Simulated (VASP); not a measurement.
# B (Im-3m) in VASP: further runs

Runs on B. Level: BLYP. Tasks: single point.

All numbers are computed with VASP 6.6.1; they aren't measurements. Logs are shortened: lines on timing, memory, paths and dates and some standing lists are left out, and cuts for length are marked.

## (1) The cell of the first run

Symmetry: Im-3m, No. 229, cubic system. Conventional cell: a = 2.376 Å, b = 2.376 Å, c = 2.376 Å, α = 90.00°, β = 90.00°, γ = 90.00°. Within 2.7 Å of B (site symmetry m-3m) lie 14 B at 2.06 to 2.38 Å.

## (2) Single point, BLYP (volume scaled by 1.04)

INCAR

```
PREC = Accurate
ENCUT = 520
EDIFF = 1E-6
ISMEAR = -1
SIGMA = 0.1
LREAL = F
LASPH = T
NELM = 60
ALGO = Normal
ISIF = 2
LWAVE = F
LCHARG = T
GGA = B5
ALDAX = 1.0
AGGAX = 1.0
AGGAC = 1.0
ALDAC = 0.0
LELF = T
LVHAR = T
NBANDS = 8
```

KPOINTS

```
Automatic mesh
0
Gamma
  21 21 21
```

POSCAR

```
B
1.0
   -1.1880870197      1.1880870197      1.1880870197
    1.1880870197     -1.1880870197      1.1880870197
    1.1880870197      1.1880870197     -1.1880870197
B
1
Direct
    0.0000000000      0.0000000000      0.0000000000
```

Potentials or basis: VASP PAW PBE potentials, release 64 (B).

Run with:

```console
$ cat potpaw_PBE.64/B/POTCAR > POTCAR
$ mpirun -np 1 vasp_std > vasp.out
```

OUTCAR:

```text
PREC = Accurate
   ENCUT = 520
   EDIFF = 1E-6
   ISMEAR = -1
   LREAL = F
   LASPH = T
   NELM = 60
   ISIF = 2
   GGA = B5

 ion  position               nearest neighbor table
   1  0.000  0.000  0.000-

  LATTYP: Found a body centered cubic cell.
 ALAT       =     2.3761740394

  Lattice vectors:

 A1 = (  -1.1880870197,   1.1880870197,   1.1880870197)
 A2 = (   1.1880870197,  -1.1880870197,   1.1880870197)
 A3 = (   1.1880870197,   1.1880870197,  -1.1880870197)

Analysis of symmetry for initial positions (statically):
=====================================================================
 Subroutine PRICEL returns:
 Original cell was already a primitive cell.

 Routine SETGRP: Setting up the symmetry group for a
 body centered cubic supercell.

 Subroutine GETGRP returns: Found 48 space group operations
 (whereof 48 operations were pure point group operations)
 out of a pool of 48 trial point group operations.

The static configuration has the point symmetry O_h .

Analysis of symmetry for dynamics (positions and initial velocities):
=====================================================================
 Subroutine PRICEL returns:
 Original cell was already a primitive cell.

 Routine SETGRP: Setting up the symmetry group for a
 body centered cubic supercell.

 Subroutine GETGRP returns: Found 48 space group operations
 (whereof 48 operations were pure point group operations)
 out of a pool of 48 trial point group operations.

The dynamic configuration has the point symmetry O_h .

 Subroutine INISYM returns: Found 48 space group operations
 (whereof 48 operations are pure point group operations),
 and found     1 'primitive' translations

----------------------------------------------------------------------------------------

                                     Primitive cell

  volume of cell :       6.7082

  direct lattice vectors                    reciprocal lattice vectors
    -1.188087020  1.188087020  1.188087020     0.000000000  0.420844594  0.420844594
     1.188087020 -1.188087020  1.188087020     0.420844594  0.000000000  0.420844594
     1.188087020  1.188087020 -1.188087020     0.420844594  0.420844594  0.000000000

  length of vectors
     2.057827082  2.057827082  2.057827082     0.595164133  0.595164133  0.595164133

  position of ions in fractional coordinates (direct lattice)
     0.000000000  0.000000000  0.000000000

  ion indices of the primitive-cell ions
   primitive index   ion index
                 1           1

----------------------------------------------------------------------------------------

 KPOINTS: Automatic mesh

Automatic generation of k-mesh.
 Grid dimensions read from file:
 generate k-points for:   21   21   21

 Generating k-lattice:

  Cartesian coordinates                     Fractional coordinates (reciprocal lattice)
     0.000000000  0.020040219  0.020040219     0.047619048  0.000000000  0.000000000
     0.020040219  0.000000000  0.020040219     0.000000000  0.047619048  0.000000000
     0.020040219  0.020040219  0.000000000     0.000000000  0.000000000  0.047619048

  Length of vectors
     0.028341149  0.028341149  0.028341149

  Shift w.r.t. Gamma in fractional coordinates (k-lattice)
     0.000000000  0.000000000  0.000000000

 Subroutine IBZKPT returns following result:
 ===========================================

 Found    286 irreducible k-points:

 Following reciprocal coordinates:
            Coordinates               Weight
  0.000000  0.000000  0.000000      1.000000
  0.047619  0.000000  0.000000     12.000000
  0.095238  0.000000  0.000000     12.000000
  0.142857  0.000000  0.000000     12.000000
  0.190476  0.000000  0.000000     12.000000
  0.238095  0.000000  0.000000     12.000000
[... 16 lines left out ...]
  0.142857  0.095238  0.000000     48.000000
  0.190476  0.095238  0.000000     48.000000
 [... further k-points ...]
   k-points           NKPTS =    286   k-points in BZ     NKDIM =    286   number of bands    NBANDS=      8
   number of dos      NEDOS =    301   number of ions     NIONS =      1
   total plane-waves  NPLWV =   4096
   dimension x,y,z NGX =    16 NGY =   16 NGZ =   16
   dimension x,y,z NGXF=    32 NGYF=   32 NGZF=   32
   ions per type =               1
   NGX,Y,Z   is equivalent  to a cutoff of  12.93, 12.93, 12.93 a.u.
   NGXF,Y,Z  is equivalent  to a cutoff of  25.85, 25.85, 25.85 a.u.
 SYSTEM =  unknown system
   PREC   = accura    normal or accurate (medium, high low for compatibility)
   ISTART =      0    job   : 0-new  1-cont  2-samecut
   ICHARG =      2    charge: 1-file 2-atom 10-const
   ISPIN  =      1    spin polarized calculation?
   LNONCOLLINEAR =      F non collinear calculations
   LSORBIT =      F    spin-orbit coupling
   LASPH  =      T    aspherical Exc in radial PAW
   ENCUT  =  520.0 eV  38.22 Ry    6.18 a.u.   3.83  3.83  3.83*2*pi/ulx,y,z
   NELM   =     60;   NELMIN=  2; NELMDL= -5     # of ELM steps
   EDIFF  = 0.1E-05   stopping-criterion for ELM
   LREAL  =      F    real-space projection
   EDIFFG = 0.1E-04   stopping-criterion for IOM
   NSW    =      0    number of steps for IOM
   IBRION =     -1    ionic relax: 0-MD 1-quasi-New 2-CG
   NFREE  =      0    steps in history (QN), initial steepest desc. (CG)
   ISIF   =      2    stress and relaxation
   ISYM   =      2    0-nonsym 1-usesym 2-fastsym
   POTIM  = 0.5000    time-step for ionic-motion
   TEBEG  =    0.0;   TEEND  =   0.0 temperature during run
   PSTRESS=    0.0 pullay stress
   NELECT =       3.0000    total number of electrons
   NUPDOWN=      -1.0000    fix difference up-down
   EMIN   =  10.00;   EMAX   =-10.00  energy-range for DOS
   EFERMI =   0.00;   METHOD = LEGACY
   ISMEAR =    -1;   SIGMA  =   0.10  broadening in eV -4-tet -1-fermi 0-gaus
   EFERMI_NEDOS =   21; number of points for ismear=-14 and -15
   IALGO  =     38    algorithm
   IMIX   =      4    mixing-type and parameters
     AMIX     =   0.40;   BMIX     =  1.00
     AMIX_MAG =   1.60;   BMIX_MAG =  1.00
  volume/ion in A,a.u.               =       6.71        45.27
  Fermi-wavevector in a.u.,A,eV,Ry     =   1.251931  2.365806 21.324830  1.567331
  Thomas-Fermi vector in A             =   2.385855
   LORBIT       =      0    0 simple, 1 ext, 2 COOP (PROOUT), +10 PAW based schemes
   GGA     = B5    functional components
   LHFCALC =     F    Hartree Fock is set to
   AEXX    =    0.0000 exact exchange contribution
   IVDW    =     0    specifies the selected vdW correction
   LEPSILON=     F    determine dielectric tensor
   LRPA    =     F    only Hartree local field effects (RPA)
 non-spin polarized calculation
  energy-cutoff  :      520.00
  volume of cell :        6.71
 maximum number of plane-waves:       191
   NGX =  7   NGY =  7   NGZ =  7

 number of electron       3.0000000 magnetization

 Free energy of the ion-electron system (eV)
  ---------------------------------------------------
  ext. energy  EPLUGINS =         0.00000000
  ---------------------------------------------------
  free energy    TOTEN  =        -4.01601075 eV

  energy without entropy =       -4.00566671  energy(sigma->0) =       -4.01083873

 E-fermi :   9.2616     XC(G=0): -11.8575

 val. band max:        9.2613670857   @ k =  -0.4762   0.4762   0.4762
 cond. band min:       9.2904429392   @ k =   0.2857   0.2857   0.0952
 fundamental gap:      0.0290758535
 Fermi energy:         9.2615544284

 k-point     1 :       0.0000    0.0000    0.0000
  band No.  band energies     occupation
      1      -8.0957      2.00000
      2      23.2382      0.00000
      3      23.2382      0.00000
      4      23.2382      0.00000
      5      41.5902      0.00000
      6      41.5902      0.00000
      7      41.5902      0.00000
      8      45.6474      0.00000

 k-point     2 :       0.0476    0.0000    0.0000
  band No.  band energies     occupation
      1      -7.9982      2.00000
      2      22.9421      0.00000
      3      23.0177      0.00000
      4      23.1877      0.00000
      5      40.7341      0.00000
      6      40.7743      0.00000
      7      42.0371      0.00000
      8      44.1358      0.00000

 k-point     3 :       0.0952    0.0000    0.0000
  band No.  band energies     occupation
      1      -7.7059      2.00000
      2      22.0466      0.00000
      3      22.4203      0.00000
      4      23.0389      0.00000
      5      38.6533      0.00000
      6      39.0799      0.00000
      7      43.3126      0.00000
      8      43.6537      0.00000

 k-point     4 :       0.1429    0.0000    0.0000
  band No.  band energies     occupation
      1      -7.2190      2.00000
      2      20.5633      0.00000
      3      21.5891      0.00000
      4      22.8017      0.00000
      5      36.6771      0.00000
      6      37.3679      0.00000
      7      42.9671      0.00000
      8      44.9321      0.00000

 k-point     5 :       0.1905    0.0000    0.0000
  band No.  band energies     occupation
      1      -6.5384      2.00000
      2      18.5808      0.00000
      3      20.6667      0.00000
      4      22.4948      0.00000
      5      35.2642      0.00000
      6      35.7933      0.00000
      7      42.6855      0.00000
      8      46.1625      0.00000
[... 177 lines left out ...]
 k-point    22 :       0.0952    0.0952    0.0000
  band No.  band energies     occupation
      1      -6.9269      2.00000
      2      20.1285      0.00000
      3      20.9507      0.00000
      4      22.2989      0.00000
      5      36.0901      0.00000
      6      36.8116      0.00000
      7      42.4403      0.00000
      8      45.6830      0.00000

 k-point    23 :       0.1429    0.0952    0.0000
  band No.  band energies     occupation
      1      -6.2465      2.00000
      2      18.5545      0.00000
      3      19.7256      0.00000
      4      21.8350      0.00000
      5      35.0843      0.00000
      6      35.8191      0.00000
      7      42.5105      0.00000
      8      46.9596      0.00000

 k-point    24 :       0.1905    0.0952    0.0000
  band No.  band energies     occupation
      1      -5.3741      2.00000
      2      16.4039      0.00000
      3      18.6962      0.00000
      4      21.3594      0.00000
      5      34.4670      0.00000
      6      34.9677      0.00000
      7      42.7684      0.00000
      8      48.4446      0.00000

 [... further k-points ...]
[... 5 lines left out ...]
  --------------------------------------------------------------------------------------
  -------------------------------------------------------------------------------------
  Total       -0.2566263     -0.2566263     -0.2566263     -0.0000000     -0.0000000     -0.0000000
  in kB      -61.2924589    -61.2924589    -61.2924589     -0.0000000     -0.0000000     -0.0000000
  external PRESSURE =     -61.2924589 kB  Pullay stress =       0.0000000 kB

 VOLUME and BASIS-vectors are now :
 -----------------------------------------------------------------------------
  energy-cutoff  :      520.00
  volume of cell :        6.71
      direct lattice vectors                 reciprocal lattice vectors
    -1.188087020  1.188087020  1.188087020     0.000000000  0.420844594  0.420844594
     1.188087020 -1.188087020  1.188087020     0.420844594  0.000000000  0.420844594
     1.188087020  1.188087020 -1.188087020     0.420844594  0.420844594  0.000000000

 POSITION                                       TOTAL-FORCE (eV/Angst)
 -----------------------------------------------------------------------------------
      0.00000      0.00000      0.00000         0.000000     -0.000000     -0.000000
 -----------------------------------------------------------------------------------
    total drift:                               -0.000000     -0.000000     -0.000000

  FREE ENERGIE OF THE ION-ELECTRON SYSTEM (eV)
  ---------------------------------------------------
  free  energy   TOTEN  =        -4.0160107485 eV

  energy  without entropy=       -4.0056667134  energy(sigma->0) =       -4.01083873
```

Run time: 22 s. Hardware: 1 thread of AMD EPYC 7R43 (Zen 3), shared host; peak memory 0.08 GiB.

Results:

```
Free energy : -4.0160 eV
Pressure    : -6.1 GPa
```

Caveat: the PAW data sets were made with another functional, which shifts forces and pressure a little.

## (3) Single point, BLYP (volume scaled by 1.08)

INCAR

```
SYSTEM = B
PREC     = Accurate       ! precision mode
ENCUT    = 520            ! plane-wave cutoff, eV
EDIFF    = 1E-6           ! SCF threshold, eV
ISMEAR   = -1             ! smearing method
SIGMA    = 0.1            ! smearing width, eV
LREAL    = .FALSE.        ! projectors in reciprocal space
LASPH    = .TRUE.         ! aspherical terms in the spheres
NELM     = 100            ! most SCF steps
ALGO     = Normal         ! electronic algorithm
ISIF     = 2              ! what is computed and relaxed
LWAVE    = .FALSE.        ! write WAVECAR
LCHARG   = .FALSE.        ! write CHGCAR
GGA      = B5             ! functional
ALDAX    = 1.0          
AGGAX    = 1.0          
AGGAC    = 1.0          
ALDAC    = 0.0          
NBANDS   = 8              ! bands
```

KPOINTS

```
Automatic mesh
0
G
  21 21 21
  0 0 0
```

POSCAR

```
B
1.0
   -1.2031276926      1.2031276926      1.2031276926
    1.2031276926     -1.2031276926      1.2031276926
    1.2031276926      1.2031276926     -1.2031276926
B
1
Direct
    0.0000000000      0.0000000000      0.0000000000
```

Potentials or basis: VASP PAW PBE potentials, release 64 (B).

Run with:

```console
$ cat potpaw_PBE.64/B/POTCAR > POTCAR
$ mpirun -np 1 vasp_std > vasp.out
```

OUTCAR:

```text
SYSTEM = B
   PREC = Accurate
   ENCUT = 520
   EDIFF = 1E-6
   ISMEAR = -1
   LREAL = .FALSE.
   LASPH = .TRUE.
   NELM = 100
   ISIF = 2
   GGA = B5

 ion  position               nearest neighbor table
   1  0.000  0.000  0.000-

  LATTYP: Found a body centered cubic cell.
 ALAT       =     2.4062553852

  Lattice vectors:

 A1 = (  -1.2031276926,   1.2031276926,   1.2031276926)
 A2 = (   1.2031276926,  -1.2031276926,   1.2031276926)
 A3 = (   1.2031276926,   1.2031276926,  -1.2031276926)

Analysis of symmetry for initial positions (statically):
=====================================================================
 Subroutine PRICEL returns:
 Original cell was already a primitive cell.

 Routine SETGRP: Setting up the symmetry group for a
 body centered cubic supercell.

 Subroutine GETGRP returns: Found 48 space group operations
 (whereof 48 operations were pure point group operations)
 out of a pool of 48 trial point group operations.

The static configuration has the point symmetry O_h .

Analysis of symmetry for dynamics (positions and initial velocities):
[... 153 lines left out ...]

  energy without entropy =       -3.99141973  energy(sigma->0) =       -3.99684428

 E-fermi :   8.7933     XC(G=0): -11.6997

 val. band max:        8.7548639368   @ k =  -0.3810  -0.4286   0.1905
 cond. band min:       8.8074468247   @ k =  -0.4286   0.4762   0.3333
 fundamental gap:      0.0525828879
 Fermi energy:         8.7932943091

 k-point     1 :       0.0000    0.0000    0.0000
  band No.  band energies     occupation
      1      -8.1043      2.00000
      2      22.3201      0.00000
      3      22.3201      0.00000
      4      22.3201      0.00000
      5      40.4852      0.00000
      6      40.4852      0.00000
      7      40.4852      0.00000
      8      44.4845      0.00000
[... 243 lines left out ...]
 k-point    24 :       0.1905    0.0952    0.0000
  band No.  band energies     occupation
      1      -5.4371      2.00000
      2      15.7228      0.00000
      3      17.9623      0.00000
      4      20.5378      0.00000
      5      33.4908      0.00000
      6      34.0155      0.00000
      7      41.6516      0.00000
      8      47.1520      0.00000

 [... further k-points ...]
[... 5 lines left out ...]
  --------------------------------------------------------------------------------------
  -------------------------------------------------------------------------------------
  Total       -0.4776224     -0.4776224     -0.4776224     -0.0000000      0.0000000      0.0000000
  in kB     -109.8500200   -109.8500200   -109.8500200     -0.0000000      0.0000000      0.0000000
  external PRESSURE =    -109.8500200 kB  Pullay stress =       0.0000000 kB

 VOLUME and BASIS-vectors are now :
 -----------------------------------------------------------------------------
  energy-cutoff  :      520.00
  volume of cell :        6.97
      direct lattice vectors                 reciprocal lattice vectors
    -1.203127693  1.203127693  1.203127693     0.000000000  0.415583486  0.415583486
     1.203127693 -1.203127693  1.203127693     0.415583486  0.000000000  0.415583486
     1.203127693  1.203127693 -1.203127693     0.415583486  0.415583486  0.000000000

 POSITION                                       TOTAL-FORCE (eV/Angst)
 -----------------------------------------------------------------------------------
      0.00000      0.00000      0.00000        -0.000000      0.000000     -0.000000
 -----------------------------------------------------------------------------------
    total drift:                                0.000000     -0.000000      0.000000

  FREE ENERGIE OF THE ION-ELECTRON SYSTEM (eV)
  ---------------------------------------------------
  free  energy   TOTEN  =        -4.0022688212 eV

  energy  without entropy=       -3.9914197331  energy(sigma->0) =       -3.99684428
```

OSZICAR:

```text
N       E                     dE             d eps       ncg     rms          rms(c)
DAV:   1    -0.231087117730E+01   -0.23109E+01   -0.14553E+03  5048   0.292E+02
DAV:   2    -0.400055791240E+01   -0.16897E+01   -0.16337E+01  6232   0.308E+01
DAV:   3    -0.400313521244E+01   -0.25773E-02   -0.25770E-02  5024   0.125E+00
DAV:   4    -0.400313533083E+01   -0.11839E-06   -0.11904E-06  6696   0.830E-03
DAV:   5    -0.400313533154E+01   -0.71094E-09   -0.61132E-11  5128   0.352E-05    0.106E+00
DAV:   6    -0.400209524467E+01    0.10401E-02   -0.10495E-03  5248   0.229E-01    0.643E-01
DAV:   7    -0.400223823286E+01   -0.14299E-03   -0.27141E-03  5112   0.378E-01    0.272E-02
DAV:   8    -0.400226807981E+01   -0.29847E-04   -0.39241E-05  5648   0.506E-02    0.573E-03
DAV:   9    -0.400226882115E+01   -0.74135E-06   -0.60814E-07  4504   0.599E-03
   1 F= -.40022688E+01 E0= -.39968443E+01  d E =-.108491E-01
```

Wall time 20 s (1 thread of AMD EPYC 7R43 (Zen 3), shared host); peak memory 0.08 GiB.

Results:

* Free energy: -4.0023 eV
* Pressure: -11.0 GPa

Caveat: the PAW data sets were made with another functional, which shifts forces and pressure a little.

## (4) Single point, BLYP (volume scaled by 1.12)

INCAR

```
PREC = Accurate ; ENCUT = 520
EDIFF = 1E-7 ; ISMEAR = -1
SIGMA = 0.1 ; LREAL = F
LASPH = T ; NELM = 60
ALGO = Normal ; ISIF = 2
LWAVE = F ; LCHARG = F
GGA = B5 ; ALDAX = 1.0
AGGAX = 1.0 ; AGGAC = 1.0
ALDAC = 0.0 ; NBANDS = 8
```

KPOINTS

```
Automatic mesh
0
Gamma
  21 21 21
```

POSCAR

```
B
1.0
   -1.2178014277      1.2178014277      1.2178014277
    1.2178014277     -1.2178014277      1.2178014277
    1.2178014277      1.2178014277     -1.2178014277
B
1
Direct
    0.0000000000      0.0000000000      0.0000000000
```

Run with:

```console
$ cat potpaw_PBE.64/B/POTCAR > POTCAR
$ mpirun -np 1 vasp_std > vasp.out
```

It took 20 s on 1 thread of AMD EPYC 7R43 (Zen 3), shared host; peak memory 0.08 GiB.

It converged, with:

* Free energy: -3.9815 eV
* Pressure: -14.9 GPa

Levels at points of the mesh, in eV from the Fermi level:
```tsv
k point	band 1	band 2	band 3	band 4	band 5
(0.00, 0.00, 0.00)	-16.47	13.11	13.11	13.11	31.09
```

Caveat: the PAW data sets were made with another functional, which shifts forces and pressure a little.

## (5) The runs side by side

| cell | gap on the mesh (eV) | pressure (GPa) |
| --- | --- | --- |
| a = 2.058 Å, angles 109.5°, 1 atom | none | -6.1 |
| a = 2.084 Å, angles 109.5°, 1 atom | none | -11.0 |
| a = 2.109 Å, angles 109.5°, 1 atom | none | -14.9 |

Alike in all rows: task single point; level BLYP; potentials or basis VASP PAW PBE potentials, release 64 (B); no spin polarisation; k mesh 21 × 21 × 21; cutoff (eV) 520; smearing fermi-dirac 0.1 eV.

Caveats: the PAW data sets were made with another functional, which shifts forces and pressure a little.

Total energies depend on the potentials used, so only differences within one code and one set of settings carry meaning.
